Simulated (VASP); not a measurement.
A run of VASP 6.6.1 is set up as follows.

The input INCAR:

```
PREC     = Accurate       # precision mode
ENCUT    = 520            # plane-wave cutoff, eV
EDIFF    = 1E-6           # SCF threshold, eV
ISMEAR   = 0              # smearing method
SIGMA    = 0.02           # smearing width, eV
LREAL    = F              # projectors in reciprocal space
LASPH    = T              # aspherical terms in the spheres
NELM     = 80             # most SCF steps
ALGO     = Normal         # electronic algorithm
ISIF     = 2              # what is computed and relaxed
LWAVE    = F              # write WAVECAR
LCHARG   = F              # write CHGCAR
GGA      = PE             # functional
NBANDS   = 11             # bands
```

File KPOINTS:

```
regular mesh
0
Gamma
  10 10 10
```

The input POSCAR:

```
AlN
1.0
    0.0000000000      2.0356980204      2.0356980204
    2.0356980204      0.0000000000      2.0356980204
    2.0356980204      2.0356980204      0.0000000000
Al N
1 1
Direct
    0.5000000000      0.5000000000      0.5000000000
    0.0000000000      0.0000000000      0.0000000000
```

Potentials or basis: VASP PAW PBE potentials, release 64 (Al, N).

Launch:

```bash
$ cat potpaw_PBE.64/Al/POTCAR potpaw_PBE.64/N/POTCAR > POTCAR
$ mpirun -np 1 vasp_std > vasp.out
```

**Question.** What does it give for the band gap on the k mesh?

**Answer.** 4.41 eV, indirect (least direct gap 5.38 eV).

**Question.** What does it give for the pressure?

**Answer.** -0.4 GPa.

Caveat: the cell differs from its parent crystal (strained). A k mesh can miss the band edges.
